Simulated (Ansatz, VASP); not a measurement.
Two plane-wave programs on Ni

INCAR

```
ALGO = Normal
EDIFF = 1E-6
EDIFFG = -0.01
ENCUT = 600
GGA = PS
IBRION = 2
ISIF = 3
ISMEAR = -1
LASPH = True
LCHARG = False
LREAL = False
LWAVE = False
NELM = 100
NSW = 80
PREC = Accurate
SIGMA = 0.1
```

Contents of KPOINTS:

```
k-points
0
Gamma
  9 9 13
```

File POSCAR:

```
Ni
1.0
    3.9540713024      0.0000000000      0.0000000000
   -1.9770356512      3.4243261962      0.0000000000
    0.0000000000      0.0000000000      2.4238457083
Ni
3
Direct
    0.0000000000      0.0000000000      0.0000000000
    0.3333333333      0.6666666667      0.5000000000
    0.6666666667      0.3333333333      0.5000000000
```

Input for Ansatz:

```yaml
crystal:
  lattice:
    - [3.9540713024, 0.0, 0.0]
    - [-1.9770356512, 3.4243261962, 0.0]
    - [0.0, 0.0, 2.4238457083]
  atoms:
    - { symbol: Ni, position: [0.0, 0.0, 0.0] }
    - { symbol: Ni, position: [0.3333333333, 0.6666666667, 0.5] }
    - { symbol: Ni, position: [0.6666666667, 0.3333333333, 0.5] }
hamiltonian:
  xc: pbesol
  pseudopotentials:
    kind: paw
    azcp:
      Ni: "pseudopotentials/Ni.paw.azcp"
basis:
  ecutwfc: 420
  fft_grid_basis: typed
kpoints:
  mp_grid: { grid: [9, 9, 13], shift: [0, 0, 0] }
magnetization:
  spin_polarized: false
scf:
  occupations: { method: fermi_dirac, width: 0.1 }
relax:
  max_steps: 60
  f_tol: 0.01
  cell: {}
```

Alike in both runs: task relaxation of cell and atoms; functional PBEsol; k mesh 9 × 9 × 13; occupations fermi-dirac, width 0.1 eV; no spin polarisation.

```csv
,VASP,Ansatz
version,VASP 6.6.1,Ansatz 0.2.0
potentials or method,"VASP PAW PBE potentials, release 64 (Ni), cutoff 600 eV","plane waves (420 eV) with PAW, scalar-relativistic"
valence electrons in the cell,30,54
```

Ansatz gave:

* relaxed volume (Å³/atom): 10.54
* relaxed cell length with the largest relative difference (Å): 2.364

Question: Estimate VASP's values.

Answer: Relaxed volume (Å³/atom): 10.54; relaxed cell length with the largest relative difference (Å): 2.363.

VASP's potentials were made for PBE, not for PBEsol, and Ansatz warns of the same on its side. VASP's potentials hold 30 valence electrons a cell and Ansatz's 54, so a difference there can come from the potentials and not from the codes.
